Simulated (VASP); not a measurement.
# SnO2 (I4_1/amd) in VASP: a series of runs

SnO2 is run at these levels: LDA; tasks: single point.

All numbers are computed with VASP 6.6.1; they aren't measurements. Logs are shortened: lines on timing, memory, paths and dates and some standing lists are left out, and cuts for length are marked.

## 1. The cell of the first run

It takes space group I4_1/amd (No. 141, tetragonal). The conventional cell has a = 3.972 Å, b = 3.972 Å, c = 10.333 Å, α = 90.00°, β = 90.00°, γ = 90.00°. Within 2.7 Å of Sn (site symmetry -4m2) lie 6 O at 2.04 to 2.10 Å. O (site symmetry 2mm) has 3 Sn at 2.04 to 2.10 Å and 2 O at 2.56 Å within 2.7 Å.

## 2. Single point, LDA (strain +0.0150 x Voigt [0, 0, 1, 0, 0, 0])

The input, INCAR:

```
PREC = Accurate ; ENCUT = 520
EDIFF = 1E-6 ; ISMEAR = 0
SIGMA = 0.05 ; LREAL = F
LASPH = T ; NELM = 60
ALGO = Normal ; ISIF = 2
LWAVE = F ; LCHARG = T
GGA = CA ; LELF = T
LVHAR = T ; NBANDS = 35
```

The input, KPOINTS:

```
Automatic mesh
0
Gamma
  10 10 10
```

The input, POSCAR:

```
SnO2
1.0
   -1.9861130355      1.9861130355      5.1665203095
    1.9861130355     -1.9861130355      5.1665203095
    1.9861130355      1.9861130355     -5.1665203095
Sn O
2 4
Direct
    0.7500000000      0.2500000000      0.5000000000
    0.0000000000      0.0000000000      0.0000000000
    0.7969975836      0.7969975836      0.0000000000
    0.9530024164      0.4530024164      0.5000000000
    0.2030024164      0.2030024164      0.0000000000
    0.5469975836      0.0469975836      0.5000000000
```

Potentials or basis: VASP PAW LDA potentials, release 64 (Sn_d, O).

Launch:

```
$ cat potpaw_LDA.64/Sn_d/POTCAR potpaw_LDA.64/O/POTCAR > POTCAR
$ mpirun -np 1 vasp_std > vasp.out
```

OUTCAR:

```text
PREC = Accurate
   ENCUT = 520
   EDIFF = 1E-6
   ISMEAR = 0
   LREAL = F
   LASPH = T
   NELM = 60
   ISIF = 2
   GGA = CA

 ion  position               nearest neighbor table
   1  0.750  0.250  0.500-   3 2.04   5 2.04   3 2.04   5 2.04   4 2.10   6 2.10   2 3.26   2 3.26
                             2 3.26   2 3.26
   2  0.000  0.000  0.000-   6 2.04   4 2.04   6 2.04   4 2.04   3 2.10   5 2.10   1 3.26   1 3.26
                             1 3.26   1 3.26
   3  0.797  0.797  0.000-   1 2.04   1 2.04   2 2.10
   4  0.953  0.453  0.500-   2 2.04   2 2.04   1 2.10
   5  0.203  0.203  0.000-   1 2.04   1 2.04   2 2.10
   6  0.547  0.047  0.500-   2 2.04   2 2.04   1 2.10

  LATTYP: Found a body centered tetragonal cell.
 ALAT       =     3.9722260710
 C/A-ratio  =     2.6013223906

  Lattice vectors:

 A1 = (  -1.9861130355,   1.9861130355,   5.1665203095)
 A2 = (   1.9861130355,  -1.9861130355,   5.1665203095)
 A3 = (   1.9861130355,   1.9861130355,  -5.1665203095)

Analysis of symmetry for initial positions (statically):
=====================================================================
 Subroutine PRICEL returns:
 Original cell was already a primitive cell.

 Routine SETGRP: Setting up the symmetry group for a
 body centered tetragonal supercell.

 Subroutine GETGRP returns: Found 16 space group operations
 (whereof  8 operations were pure point group operations)
 out of a pool of 16 trial point group operations.

The static configuration has the point symmetry D_2d.
 The point group associated with its full space group is D_4h.

Analysis of symmetry for dynamics (positions and initial velocities):
=====================================================================
 Subroutine PRICEL returns:
 Original cell was already a primitive cell.

 Routine SETGRP: Setting up the symmetry group for a
 body centered tetragonal supercell.

 Subroutine GETGRP returns: Found 16 space group operations
 (whereof  8 operations were pure point group operations)
 out of a pool of 16 trial point group operations.

The dynamic configuration has the point symmetry D_2d.
 The point group associated with its full space group is D_4h.

 Subroutine INISYM returns: Found 16 space group operations
 (whereof  8 operations are pure point group operations),
 and found     1 'primitive' translations

----------------------------------------------------------------------------------------

                                     Primitive cell

  volume of cell :      81.5204

[... 95 lines left out ...]
   NELM   =     60;   NELMIN=  2; NELMDL= -5     # of ELM steps
   EDIFF  = 0.1E-05   stopping-criterion for ELM
   LREAL  =      F    real-space projection
   EDIFFG = 0.1E-04   stopping-criterion for IOM
   NSW    =      0    number of steps for IOM
   IBRION =     -1    ionic relax: 0-MD 1-quasi-New 2-CG
   NFREE  =      0    steps in history (QN), initial steepest desc. (CG)
   ISIF   =      2    stress and relaxation
   ISYM   =      2    0-nonsym 1-usesym 2-fastsym
   POTIM  = 0.5000    time-step for ionic-motion
   TEBEG  =    0.0;   TEEND  =   0.0 temperature during run
   PSTRESS=    0.0 pullay stress
   NELECT =      52.0000    total number of electrons
   NUPDOWN=      -1.0000    fix difference up-down
   EMIN   =  10.00;   EMAX   =-10.00  energy-range for DOS
   EFERMI =   0.00;   METHOD = LEGACY
   ISMEAR =     0;   SIGMA  =   0.05  broadening in eV -4-tet -1-fermi 0-gaus
   EFERMI_NEDOS =   21; number of points for ismear=-14 and -15
   IALGO  =     38    algorithm
   IMIX   =      4    mixing-type and parameters
     AMIX     =   0.40;   BMIX     =  1.00
     AMIX_MAG =   1.60;   BMIX_MAG =  1.00
  volume/ion in A,a.u.               =      13.59        91.69
  Fermi-wavevector in a.u.,A,eV,Ry     =   1.409247  2.663092 27.020877  1.985978
  Thomas-Fermi vector in A             =   2.531323
   LORBIT       =      0    0 simple, 1 ext, 2 COOP (PROOUT), +10 PAW based schemes
   GGA     = CA    functional components
   LHFCALC =     F    Hartree Fock is set to
   AEXX    =    0.0000 exact exchange contribution
   IVDW    =     0    specifies the selected vdW correction
   LEPSILON=     F    determine dielectric tensor
   LRPA    =     F    only Hartree local field effects (RPA)
 non-spin polarized calculation
 Gauss-broadening in eV      SIGMA  =   0.05
  energy-cutoff  :      520.00
  volume of cell :       81.52
 maximum number of plane-waves:      2244
 NGX is ok and might be reduce to    48
   NGX = 21   NGY = 21   NGZ = 21

 number of electron      52.0000014 magnetization

 Free energy of the ion-electron system (eV)
  ---------------------------------------------------
  ext. energy  EPLUGINS =         0.00000000
  ---------------------------------------------------
  free energy    TOTEN  =       -41.72442865 eV

  energy without entropy =      -41.72442865  energy(sigma->0) =      -41.72442865

 E-fermi :   4.0810     XC(G=0): -10.8981

 val. band max:        3.8157890848   @ k =  -0.4000   0.4000   0.0000
 cond. band min:       5.3618573594   @ k =   0.0000   0.0000   0.0000
 fundamental gap:      1.5460682746
 Fermi energy:         4.0809850890

 k-point     1 :       0.0000    0.0000    0.0000
  band No.  band energies     occupation
      1     -16.4884      2.00000
      2     -16.4582      2.00000
      3     -16.3549      2.00000
      4     -15.7599      2.00000
      5     -15.6752      2.00000
      6     -15.6752      2.00000
[... 901 lines left out ...]
     34      14.8553      0.00000
     35      16.2733      0.00000

 [... further k-points ...]
[... 5 lines left out ...]
  --------------------------------------------------------------------------------------
  -------------------------------------------------------------------------------------
  Total       -0.5304284     -0.5304284     -2.1750405      0.0000000      0.0000000      0.0000000
  in kB      -10.4248854    -10.4248854    -42.7476137      0.0000000      0.0000000      0.0000000
  external PRESSURE =     -21.1991282 kB  Pullay stress =       0.0000000 kB

 VOLUME and BASIS-vectors are now :
 -----------------------------------------------------------------------------
  energy-cutoff  :      520.00
  volume of cell :       81.52
      direct lattice vectors                 reciprocal lattice vectors
    -1.986113036  1.986113036  5.166520310     0.000000000  0.251748008  0.096776935
     1.986113036 -1.986113036  5.166520310     0.251748008  0.000000000  0.096776935
     1.986113036  1.986113036 -5.166520310     0.251748008  0.251748008  0.000000000

 POSITION                                       TOTAL-FORCE (eV/Angst)
 -----------------------------------------------------------------------------------
     -0.00000      1.98611      2.58326        -0.000000     -0.000000     -0.000000
      0.00000      0.00000      0.00000        -0.000000     -0.000000     -0.000000
      0.00000      0.00000      8.23541         0.000000     -0.000000      0.220713
     -0.00000      1.98611      4.68089        -0.000000      0.000000     -0.220713
      0.00000      0.00000      2.09763         0.000000     -0.000000     -0.220713
      0.00000      1.98611      0.48563        -0.000000      0.000000      0.220713
 -----------------------------------------------------------------------------------
    total drift:                                0.000000     -0.000000      0.000000

  FREE ENERGIE OF THE ION-ELECTRON SYSTEM (eV)
  ---------------------------------------------------
  free  energy   TOTEN  =       -41.7244286484 eV

  energy  without entropy=      -41.7244286484  energy(sigma->0) =      -41.72442865
```

OSZICAR:

```text
N       E                     dE             d eps       ncg     rms          rms(c)
DAV:   1     0.640478934350E+03    0.64048E+03   -0.25510E+04  7858   0.223E+03
DAV:   2     0.572307984526E+02   -0.58325E+03   -0.54975E+03  7756   0.606E+02
DAV:   3    -0.424905312249E+02   -0.99721E+02   -0.97804E+02  7689   0.210E+02
DAV:   4    -0.479357547813E+02   -0.54452E+01   -0.54028E+01  8865   0.538E+01
DAV:   5    -0.480853414809E+02   -0.14959E+00   -0.14935E+00  8768   0.939E+00    0.159E+01
DAV:   6    -0.417752782455E+02    0.63101E+01   -0.18221E+01 11585   0.676E+01    0.629E+00
DAV:   7    -0.418207495464E+02   -0.45471E-01   -0.22140E+00  7804   0.823E+00    0.324E+00
DAV:   8    -0.417417569489E+02    0.78993E-01   -0.27183E-01 10980   0.469E+00    0.778E-01
DAV:   9    -0.417242068323E+02    0.17550E-01   -0.48870E-02 11539   0.348E+00    0.145E-01
DAV:  10    -0.417244478553E+02   -0.24102E-03   -0.46712E-03 10439   0.686E-01    0.642E-02
DAV:  11    -0.417244250816E+02    0.22774E-04   -0.42041E-04 11533   0.269E-01    0.203E-02
DAV:  12    -0.417244340039E+02   -0.89223E-05   -0.58650E-05  8081   0.468E-02    0.190E-02
DAV:  13    -0.417244285006E+02    0.55033E-05   -0.23191E-05  9497   0.648E-02    0.241E-03
DAV:  14    -0.417244286484E+02   -0.14771E-06   -0.24780E-06  6095   0.144E-02
   1 F= -.41724429E+02 E0= -.41724429E+02  d E =-.185984E-15
```

stdout:

```text
POSCAR found type information on POSCAR SnO
 POSCAR found :  2 types and       6 ions
 scaLAPACK will be used
 LDA part: xc-table for (Slater(with rela. corr.)+CA(PZ))
 , standard interpolation
 POSCAR, INCAR and KPOINTS ok, starting setup
 FFT: planning ... GRIDC
 FFT: planning ... GRID_SOFT
 FFT: planning ... GRID
 WAVECAR not read
 entering main loop
```

Run time: 4.2 min. Hardware: 1 thread of Intel Xeon 6975P-C (Granite Rapids), shared host; peak memory 0.4 GiB.

What came out:

* Free energy: -41.7244 eV
* Pressure: -2.1 GPa
* Largest force: 0.221 eV/Å
* Band gap on the k mesh: 1.55 eV, indirect (least direct gap 1.93 eV)

Forces in eV/Å, atoms in the order of the input:
```
Sn   0.000  0.000  0.000
Sn   0.000  0.000  0.000
O    0.000  0.000  0.221
O    0.000  0.000 -0.221
O    0.000  0.000 -0.221
O    0.000  0.000  0.221
```

Caveat: the cell differs from its parent crystal (strain +0.0150 x Voigt [0, 0, 1, 0, 0, 0]); spin-orbit coupling is left out, which moves the levels of the heavy elements.

## 3. Single point, LDA (strain +0.0175 x Voigt [0, 0, 1, 0, 0, 0])

The input, INCAR:

```
ALGO = Normal ; EDIFF = 1E-6
ENCUT = 520 ; GGA = CA
ISIF = 2 ; ISMEAR = 0
LASPH = T ; LCHARG = F
LREAL = F ; LWAVE = F
NBANDS = 35 ; NELM = 60
PREC = Accurate ; SIGMA = 0.05
```

The input, KPOINTS:

```
k-points
0
Gamma
  10 10 10
```

Changes to POSCAR since step 2:

```diff
@@ -2,5 +2,5 @@
 1.0
-   -1.9861130355      1.9861130355      5.1665203095
-    1.9861130355     -1.9861130355      5.1665203095
-    1.9861130355      1.9861130355     -5.1665203095
+   -1.9861130355      1.9861130355      5.1792457290
+    1.9861130355     -1.9861130355      5.1792457290
+    1.9861130355      1.9861130355     -5.1792457290
 Sn O
```

Potentials or basis: VASP PAW LDA potentials, release 64 (Sn_d, O).

Launch:

```
$ cat potpaw_LDA.64/Sn_d/POTCAR potpaw_LDA.64/O/POTCAR > POTCAR
$ mpirun -np 1 vasp_std > vasp.out
```

It took 4.2 min on 1 thread of Intel Xeon 6975P-C (Granite Rapids), shared host; peak memory 0.4 GiB.

Results (log left out):

| Item | Value |
| --- | --- |
| Free energy | -41.7188 eV |
| Pressure | -2.6 GPa |
| Largest force | 0.259 eV/Å |
| Band gap on the k mesh | 1.51 eV, indirect (least direct gap 1.89 eV) |

Forces on the atoms (eV/Å):
```
Sn   0.000  0.000  0.000
Sn   0.000  0.000  0.000
O    0.000  0.000  0.259
O    0.000  0.000 -0.259
O    0.000  0.000 -0.259
O    0.000  0.000  0.259
```

Stress tensor (GPa, compression positive):
```
-1.34  0.00  0.00
 0.00 -1.34  0.00
 0.00  0.00 -5.09
```

Levels at points of the mesh, in eV from the valence-band top:
| k point | band 22 | band 23 | band 24 | band 25 | band 26 | band 27 | band 28 | band 29 | band 30 | band 31 |
| --- | --- | --- | --- | --- | --- | --- | --- | --- | --- | --- |
| (0.00, 0.00, 0.00) | -1.02 | -0.69 | -0.69 | -0.38 | -0.38 | 1.51 | 5.41 | 8.97 | 9.28 | 9.49 |
| (0.50, 0.00, 0.00) | -1.18 | -0.78 | -0.76 | -0.59 | -0.41 | 4.86 | 6.03 | 7.70 | 8.46 | 9.65 |
| (0.50, 0.50, 0.00) | -0.89 | -0.88 | -0.88 | -0.05 | -0.05 | 7.21 | 7.21 | 7.51 | 7.51 | 8.52 |
| (0.50, 0.50, 0.50) | -2.85 | -1.03 | -1.03 | -0.28 | -0.28 | 4.13 | 4.13 | 7.31 | 7.31 | 11.83 |

Caveat: the cell differs from its parent crystal (strain +0.0175 x Voigt [0, 0, 1, 0, 0, 0]); spin-orbit coupling is left out, which moves the levels of the heavy elements. A k mesh can miss the band edges.

## 4. Single point, LDA (strain +0.0200 x Voigt [0, 0, 1, 0, 0, 0])

The input, INCAR:

```
  PREC = Accurate
  ENCUT = 520
  EDIFF = 1E-6
  ISMEAR = 0
  SIGMA = 0.05
  LREAL = F
  LASPH = T
  NELM = 100
  ALGO = Normal
  ISIF = 2
  LWAVE = F
  LCHARG = T
  LELF = T
  LVHAR = T
  NBANDS = 35
```

The input, KPOINTS:

```
Automatic mesh
0
Gamma
  10 10 10
```

Changes to POSCAR since step 3:

```diff
@@ -2,5 +2,5 @@
 1.0
-   -1.9861130355      1.9861130355      5.1792457290
-    1.9861130355     -1.9861130355      5.1792457290
-    1.9861130355      1.9861130355     -5.1792457290
+   -1.9861130355      1.9861130355      5.1919711485
+    1.9861130355     -1.9861130355      5.1919711485
+    1.9861130355      1.9861130355     -5.1919711485
 Sn O
```

Launch:

```
$ cat potpaw_LDA.64/Sn_d/POTCAR potpaw_LDA.64/O/POTCAR > POTCAR
$ mpirun -np 1 vasp_std > vasp.out
```

Wall time 4.8 min (1 thread of Intel Xeon 6975P-C (Granite Rapids), shared host); peak memory 0.4 GiB.

The run converged. Its results:

| Property | Result |
| --- | --- |
| Free energy | -41.7122 eV |
| Pressure | -3.0 GPa |
| Largest force | 0.296 eV/Å |
| Band gap on the k mesh | 1.47 eV, indirect (least direct gap 1.85 eV) |

Forces in eV/Å, atoms in the order of the input:
```
Sn   0.000  0.000  0.000
Sn   0.000  0.000  0.000
O    0.000  0.000  0.296
O    0.000  0.000 -0.296
O    0.000  0.000 -0.296
O    0.000  0.000  0.296
```

Stress tensor (GPa, compression positive):
```
-1.63  0.00  0.00
 0.00 -1.63  0.00
 0.00  0.00 -5.89
```

Levels at points of the mesh, in eV from the valence-band top:
| k point | band 23 | band 24 | band 25 | band 26 | band 27 | band 28 | band 29 | band 30 |
| --- | --- | --- | --- | --- | --- | --- | --- | --- |
| (0.00, 0.00, 0.00) | -0.69 | -0.69 | -0.38 | -0.38 | 1.47 | 5.37 | 8.95 | 9.21 |
| (0.50, 0.00, 0.00) | -0.78 | -0.76 | -0.59 | -0.41 | 4.83 | 5.99 | 7.68 | 8.44 |
| (0.50, 0.50, 0.00) | -0.89 | -0.89 | -0.05 | -0.05 | 7.18 | 7.18 | 7.49 | 7.49 |
| (0.50, 0.50, 0.50) | -1.03 | -1.03 | -0.28 | -0.28 | 4.09 | 4.09 | 7.29 | 7.29 |

Caveat: the cell differs from its parent crystal (strain +0.0200 x Voigt [0, 0, 1, 0, 0, 0]); spin-orbit coupling is left out, which moves the levels of the heavy elements.

## 5. The runs side by side

```tsv
cell	gap on the mesh (eV)	pressure (GPa)	largest force (eV/Å)
a = 5.881 Å, angles 140.5, 140.5, 57.1°, 6 atoms	1.55	-2.1	0.22
a = 5.892 Å, angles 140.6, 140.6, 56.9°, 6 atoms	1.51	-2.6	0.26
a = 5.903 Å, angles 140.7, 140.7, 56.8°, 6 atoms	1.47	-3.0	0.30
```

Alike in all rows: task single point; level LDA; potentials or basis VASP PAW LDA potentials, release 64 (Sn_d, O); no spin polarisation; k mesh 10 × 10 × 10; cutoff (eV) 520; smearing gaussian 0.05 eV.

Caveats: spin-orbit coupling is left out, which moves the levels of the heavy elements.

Total energies depend on the potentials used, so only differences within one code and one set of settings carry meaning.
